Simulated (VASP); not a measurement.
Write the native input for VASP 6.6.1 that does the following.

```yaml
Task: single point
Functional: PBE
Potentials_or_basis: VASP PAW PBE potentials, release 64 (Bi_d, Se)
Cutoff: 520 eV
k_mesh: 10 × 10 × 4
Occupations: gaussian, width 0.1 eV
Spin: no spin polarisation
Dipole_correction: no
Further_INCAR_settings: ALGO = Normal; EDIFF = 1e-07; NBANDS = 32
```

The structure of Bi2Se3 lies in POSCAR:

```
Bi2Se3
1.0
    4.1578500140      0.0000000000      0.0000000000
    0.0000000000      4.1578500140      0.0000000000
    0.0000000000      0.0000000000     10.7758329613
Bi Se
2 3
Direct
    0.0000000000      0.0000000000      0.0000000000
    0.5000000000      0.5000000000      0.5000000000
    0.0000000000      0.0000000000      0.5000000000
    0.0000000000      0.0000000000      0.7579448750
    0.0000000000      0.0000000000      0.2420551250
```

The cell was built from a structure type or drawn by symmetry, and may not be a known phase.

These files were run (other wordings do the same):

INCAR

```
  PREC = Accurate
  ENCUT = 520
  EDIFF = 1E-7
  ISMEAR = 0
  SIGMA = 0.1
  LREAL = False
  LASPH = True
  NELM = 80
  ALGO = Normal
  ISIF = 2
  LWAVE = False
  LCHARG = False
  GGA = PE
  NBANDS = 32
```

KPOINTS

```
regular mesh
0
Gamma
  10 10 4
```

Potentials or basis: VASP PAW PBE potentials, release 64 (Bi_d, Se).

Launch:

```bash
$ cat potpaw_PBE.64/Bi_d/POTCAR potpaw_PBE.64/Se/POTCAR > POTCAR
$ mpirun -np 1 vasp_std > vasp.out
```

It gave:

The pressure is 0.0 GPa and the largest force is 0.004 eV/Å. The band gap on the k mesh is zero (bands 24 and 25 overlap by 0.46 eV).

Caveat: spin-orbit coupling is left out, which moves the levels of the heavy elements.

Run time: 3.9 min on 1 thread of Intel(R) Xeon(R) 6975P-C (Granite Rapids), on a shared host, peak memory 0.47 GiB.
